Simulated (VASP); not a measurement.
Write the native input for VASP 6.6.1 that does the following.

* Task: relaxation of the atoms
* Functional: PBE
* Potentials or basis: VASP PAW PBE potentials, release 64 (Bi_d)
* Cutoff: 520 eV
* k mesh: 9 × 9 × 1
* Occupations: fermi-dirac, width 0.05 eV
* Spin: no spin polarisation
* Dipole correction: yes
* Further INCAR settings: ALGO = Normal; EDIFF = 1e-06; IBRION = 2; EDIFFG = -0.02; NSW = 80

The structure of Bi lies in POSCAR:

```
Bi
1.0
    3.3013800000      0.0000000000      0.0000000000
   -1.6506900000      2.8590800000      0.0000000000
    0.0000000000      0.0000000000     23.8000000000
Bi
1
Direct
    0.0000000000      0.0000000000      0.2941200000
```

These files were run (other wordings do the same):

INCAR

```
ALGO = Normal
DIPOL = 0.5 0.5 0.294
EDIFF = 1E-6
EDIFFG = -0.02
ENCUT = 520
GGA = PE
IBRION = 2
IDIPOL = 3
ISIF = 2
ISMEAR = -1
LASPH = True
LCHARG = False
LDIPOL = True
LREAL = False
LWAVE = False
NELM = 80
NSW = 80
PREC = Accurate
SIGMA = 0.05
```

KPOINTS

```
k-points
0
Gamma
  9 9 1
```

Potentials or basis: VASP PAW PBE potentials, release 64 (Bi_d).

Command:

```bash
$ cat potpaw_PBE.64/Bi_d/POTCAR > POTCAR
$ mpirun -np 1 vasp_std > vasp.out
```

Wall time 42 s on 1 thread of Intel(R) Xeon(R) Platinum 8375C CPU @ 2.90GHz (Ice Lake) (shared host), peak memory 0.36 GiB.
